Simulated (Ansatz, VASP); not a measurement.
**MgS in VASP and in Ansatz**

```
Mg S
1.0
     0.00000    2.60165    2.60165
     2.60165    0.00000    2.60165
     2.60165    2.60165    0.00000
Mg S
1 1
Direct
  0.00000 0.00000 0.01699
  0.50000 0.50000 0.50000
```

Change from the starting cell: all Mg atoms moved +0.062 Å, as atom 1 along Cartesian [1 1 0].

Alike in both runs: task single point; functional PBE; k mesh 8 × 8 × 8; occupations gaussian, width 0.05 eV; no spin polarisation.

```csv
,VASP,Ansatz
version,VASP 6.6.1,Ansatz 0.2.0
potentials or method,"VASP PAW PBE potentials, release 64 (Mg, S), cutoff 520 eV","scalar-relativistic, plane waves, PAW"
valence electrons in the cell,8,16
```

```tsv
	VASP	Ansatz	Ansatz less VASP
gap on the k mesh at the Fermi level (eV)	2.78	2.79	+0.015
least direct gap on the mesh (eV)	3.71	3.72	+0.012
pressure (GPa)	1.0	1.3	+0.30
traceless stress, the component that is largest in VASP (GPa)	-0.16	-0.16	0.000
rms of the force components (eV/Å)	0.101	0.101	-0.0001
```

Atom by atom the forces differ by 0.000 eV/Å (rms over components). With one functional, cell and mesh, what is left measures potentials, basis and numerics. VASP's potentials hold 8 valence electrons a cell and Ansatz's 16, so a difference there can come from the potentials and not from the codes.
